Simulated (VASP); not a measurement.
Set up this calculation in VASP 6.6.1, as the native input.

* Task: single point
* Functional: r2SCAN
* Potentials or basis: VASP PAW PBE potentials, release 64 (Al, N)
* Cutoff: 520 eV
* k mesh: 10 × 10 × 10
* Occupations: gaussian, width 0.05 eV
* Spin: no spin polarisation
* Dipole correction: no
* Further INCAR settings: ALGO = Normal; EDIFF = 1e-07; NBANDS = 11

The system is AlN.

```xyz
2
Lattice="0.0000 2.0854 2.0345 2.0854 0.0000 2.0345 2.0854 2.0854 0.0000" Properties=species:S:1:pos:R:3 pbc="T T T"
Al    2.0854    2.0854    2.0345
N     0.0000    0.0000    0.0000
```

This cell differs from its parent crystal: strain +0.025 along x and y, +0.000 along z.

The input as run:

POSCAR

```
AlN
1.0
    0.0000000000      2.0853809500      2.0345180000
    2.0853809500      0.0000000000      2.0345180000
    2.0853809500      2.0853809500      0.0000000000
Al N
1 1
Direct
    0.5000000000      0.5000000000      0.5000000000
    0.0000000000      0.0000000000      0.0000000000
```

INCAR.step1

```
  PREC = Accurate
  ENCUT = 520
  ISMEAR = 0
  SIGMA = 0.05
  LREAL = False
  LASPH = True
  NELM = 60
  NBANDS = 11
  GGA = PE
  ALGO = Normal
  EDIFF = 1E-4
  LWAVE = True
  LCHARG = False
```

INCAR.step2

```
  PREC = Accurate
  ENCUT = 520
  EDIFF = 1E-7
  ISMEAR = 0
  SIGMA = 0.05
  LREAL = False
  LASPH = True
  NELM = 60
  ALGO = Normal
  ISIF = 2
  LWAVE = False
  LCHARG = False
  METAGGA = R2SCAN
  LMIXTAU = True
  NBANDS = 11
  ISTART = 1
```

KPOINTS

```
regular mesh
0
Gamma
  10 10 10
```

Potentials or basis: VASP PAW PBE potentials, release 64 (Al, N).

Run with:

```console
$ cat potpaw_PBE.64/Al/POTCAR potpaw_PBE.64/N/POTCAR > POTCAR
$ cp INCAR.step1 INCAR
$ mpirun -np 1 vasp_std > vasp.out
$ cp INCAR.step2 INCAR
$ mpirun -np 1 vasp_std > vasp.out
```

It gave:

```
Pressure               : -17.9 GPa
Band gap on the k mesh : 4.62 eV (least direct gap 5.45 eV)
```

Caveat: the cell differs from its parent crystal (strain +0.025 along x and y, +0.000 along z); the cell stands under tension; the PAW data sets were made with another functional, which shifts forces and pressure a little.

Run time: 82 s on 1 thread of Intel Xeon 8259CL (shared host), peak memory 0.15 GiB.
